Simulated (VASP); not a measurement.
Wanted: the native input for a VASP 6.6.1 run.

```yaml
Task: single point
Functional: LDA
Potentials_or_basis: VASP PAW LDA potentials, release 64 (Te, Sn_d)
Cutoff: 520 eV
k_mesh: 6 × 6 × 6
Occupations: fermi-dirac, width 0.05 eV
Spin: no spin polarisation
Dipole_correction: no
Further_INCAR_settings: ALGO = Normal; EDIFF = 1e-06; NBANDS = 17
```

The structure of SnTe lies in POSCAR:

```
SnTe
1.0
    0.0000000000      3.5374284581      3.5374284581
    3.5374284581      0.0000000000      3.5374284581
    3.5374284581      3.5374284581      0.0000000000
Te Sn
1 1
Direct
    0.2500000000      0.2500000000      0.2500000000
    0.0000000000      0.0000000000      0.0000000000
```

These files were run (other wordings do the same):

INCAR

```
  PREC = Accurate
  ENCUT = 520
  EDIFF = 1E-6
  ISMEAR = -1
  SIGMA = 0.05
  LREAL = False
  LASPH = True
  NELM = 60
  ALGO = Normal
  ISIF = 2
  LWAVE = False
  LCHARG = False
  NBANDS = 17
```

KPOINTS

```
Automatic mesh
0
Gamma
  6 6 6
```

Potentials or basis: VASP PAW LDA potentials, release 64 (Te, Sn_d).

The run is started by

```console
$ cat potpaw_LDA.64/Te/POTCAR potpaw_LDA.64/Sn_d/POTCAR > POTCAR
$ mpirun -np 1 vasp_std > vasp.out
```

It gave:

The pressure is -0.8 GPa.

It took 19 s on 1 thread of Intel(R) Xeon(R) 6975P-C (Granite Rapids), on a shared host, peak memory 0.19 GiB.
